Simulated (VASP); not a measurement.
**Ba: single point with PBEsol**

Crystal: Ba.

```xyz
2
Lattice="4.0673 0.0000 0.0000 -2.0336 3.5224 0.0000 0.0000 0.0000 6.4852" Properties=species:S:1:pos:R:3 pbc="T T T"
Ba    0.0000    2.3482    1.6213
Ba    2.0336    1.1741    4.8639
```

This isn't the form of Ba at room conditions, which is bcc.

```json
{
  "Program": "VASP 6.6.1",
  "Task": "single point",
  "Functional": "PBEsol",
  "Potentials or basis": "VASP PAW PBE potentials, release 64 (Ba_sv)",
  "Cutoff": "520 eV",
  "k mesh": "10 × 10 × 6",
  "Occupations": "fermi-dirac, width 0.08 eV",
  "Spin": "no spin polarisation",
  "Dipole correction": "no",
  "Further INCAR settings": "ALGO = Normal; EDIFF = 1e-07; NBANDS = 17"
}
```

| Property | Result |
| --- | --- |
| Pressure | 2.6 GPa |
| Band gap on the k mesh | zero (bands 10 and 11 overlap by 0.66 eV) |

Levels at points of the mesh, in eV from the Fermi level:
| k point | band 6 | band 7 | band 8 | band 9 | band 10 | band 11 | band 12 | band 13 | band 14 | band 15 |
| --- | --- | --- | --- | --- | --- | --- | --- | --- | --- | --- |
| (0.00, 0.00, 0.00) | -13.10 | -13.10 | -13.07 | -2.83 | -1.15 | 1.97 | 1.97 | 2.17 | 2.39 | 2.63 |
| (0.50, 0.00, 0.00) | -13.52 | -13.38 | -13.23 | -0.84 | -0.66 | -0.43 | 1.41 | 1.74 | 2.04 | 2.62 |
| (0.00, 0.00, 0.50) | -13.18 | -13.18 | -13.18 | -1.55 | -1.55 | 1.35 | 1.35 | 1.92 | 1.92 | 1.92 |
| (0.50, 0.00, 0.50) | -13.38 | -13.38 | -13.38 | -1.01 | -1.01 | 0.40 | 0.40 | 2.66 | 2.66 | 3.16 |

Wall time 30 s on 1 thread of Intel(R) Xeon(R) 6975P-C (Granite Rapids), with other jobs on the host, peak memory 0.23 GiB.

Caveat: the PAW data sets were made with another functional, which shifts forces and pressure a little; spin-orbit coupling is left out, which moves the levels of the heavy elements.
